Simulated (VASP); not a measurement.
A run of VASP 6.6.1 is set up as follows.

Contents of INCAR:

```
SYSTEM = InP
  PREC = Accurate
  ENCUT = 520
  EDIFF = 1E-6
  ISMEAR = -1
  SIGMA = 0.05
  LREAL = .False.
  LASPH = .True.
  NELM = 100
  ALGO = Normal
  ISIF = 2
  LWAVE = .False.
  LCHARG = .False.
  GGA = CA
  NBANDS = 16
```

Contents of KPOINTS:

```
regular mesh
0
Gamma
  14 14 14
  0 0 0
```

File POSCAR:

```
InP
1.0
    0.0000000000      2.3339623506      2.3339623506
    2.3339623506      0.0000000000      2.3339623506
    2.3339623506      2.3339623506      0.0000000000
In P
1 1
Direct
    0.0000000000      0.0000000000      0.0000000000
    0.5000000000      0.5000000000      0.5000000000
```

Potentials or basis: VASP PAW LDA potentials, release 64 (In_d, P).

Run with:

```console
$ cat potpaw_LDA.64/In_d/POTCAR potpaw_LDA.64/P/POTCAR > POTCAR
$ mpirun -np 1 vasp_std > vasp.out
```

Question: Predict the band gap on the k mesh.

Answer: Zero (bands 9 and 10 overlap by 2.48 eV).

Question: Predict the pressure.

Answer: 111.9 GPa.

Caveat: the cell stands under pressure; spin-orbit coupling is left out, which moves the levels of the heavy elements.
